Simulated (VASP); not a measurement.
## KAuS2: single point with PBE

The system is KAuS2.

```
K S Au
1.0
     4.75200    0.00000    0.00000
     0.00000    4.75200    0.00000
     0.00000    0.00000    4.66701
K S Au
1 2 1
Direct
  0.50000 0.50000 0.50000
  0.50000 0.00000 0.00000
  0.00000 0.50000 0.00000
  0.00000 0.00000 0.00000
```

- Program: VASP 6.6.1
- Task: single point
- Functional: PBE
- Potentials or basis: VASP PAW PBE potentials, release 64 (K_sv, S, Au)
- Cutoff: 520 eV
- k mesh: 4 × 4 × 4
- Occupations: gaussian, width 0.1 eV
- Spin: no spin polarisation
- Dipole correction: no
- Further INCAR settings: ALGO = Normal; EDIFF = 1e-07; NBANDS = 24

```yaml
Pressure: 2.3 GPa
Band_gap_on_the_k_mesh: zero (band 16 reaches 2.67 eV, above the bottom of band 17 at 1.58 eV)
```

Stress tensor (GPa, compression positive):
```
3.29 0.00 0.00
0.00 3.29 0.00
0.00 0.00 0.24
```

Levels at points of the mesh, in eV from the Fermi level:
| k point | band 12 | band 13 | band 14 | band 15 | band 16 | band 17 | band 18 | band 19 | band 20 | band 21 |
| --- | --- | --- | --- | --- | --- | --- | --- | --- | --- | --- |
| (0.00, 0.00, 0.00) | -3.30 | -2.79 | -1.77 | -0.47 | -0.23 | -0.23 | 1.10 | 4.57 | 5.70 | 6.64 |
| (0.50, 0.00, 0.00) | -2.79 | -1.58 | -1.38 | -1.13 | -0.04 | 0.13 | 5.13 | 5.88 | 6.80 | 7.24 |
| (0.50, 0.50, 0.00) | -3.07 | -1.09 | 0.01 | 0.01 | 0.71 | 4.37 | 5.07 | 6.31 | 6.31 | 6.78 |
| (0.00, 0.00, 0.50) | -3.12 | -2.76 | -2.75 | -1.00 | -0.31 | -0.31 | 1.61 | 5.30 | 7.04 | 8.23 |
| (0.50, 0.00, 0.50) | -2.72 | -1.76 | -1.32 | -0.92 | -0.42 | -0.17 | 4.33 | 7.18 | 7.31 | 7.43 |
| (0.50, 0.50, 0.50) | -2.69 | -0.82 | -0.18 | -0.18 | 0.78 | 2.40 | 4.39 | 5.89 | 7.16 | 7.16 |

Wall time 34 s on 1 thread of Intel(R) Xeon(R) Platinum 8259CL CPU @ 2.50GHz (Skylake/Cascade Lake), with other jobs on the host, peak memory 0.23 GiB.

Caveat: spin-orbit coupling is left out, which moves the levels of the heavy elements.
